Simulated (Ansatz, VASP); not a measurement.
**One calculation of Ti, two programs**

```xyz
2
Lattice="2.9942 0.0000 0.0000 -1.4971 2.5931 0.0000 0.0000 0.0000 4.6157" Properties=species:S:1:pos:R:3 pbc="T T T"
Ti    0.0000    1.7287    1.1539
Ti    1.4971    0.8644    3.4618
```

Change from the starting cell: strain +0.015 along x and y, -0.015 along z, atoms carried along.

Alike in both runs: task single point; functional PBEsol; k mesh 18 × 18 × 10; occupations gaussian, width 0.15 eV; no spin polarisation.

|  | VASP | Ansatz |
| --- | --- | --- |
| version | VASP 6.6.1 | Ansatz 0.2.0 |
| potentials or method | VASP PAW PBE potentials, release 64 (Ti_sv), cutoff 520 eV | scalar-relativistic, plane waves, PAW |
| valence electrons in the cell | 24 | 24 |

|  | VASP | Ansatz | Ansatz less VASP |
| --- | --- | --- | --- |
| gap on the k mesh at the Fermi level (eV) | none | none | - |
| pressure (GPa) | -7.4 | -7.2 | +0.20 |
| traceless stress, the component that is largest in VASP (GPa) | 1.64 | 1.65 | +0.013 |

VASP's potentials were made for PBE, not for PBEsol. A gap of «none» marks a metal or a gap that the smearing closes.
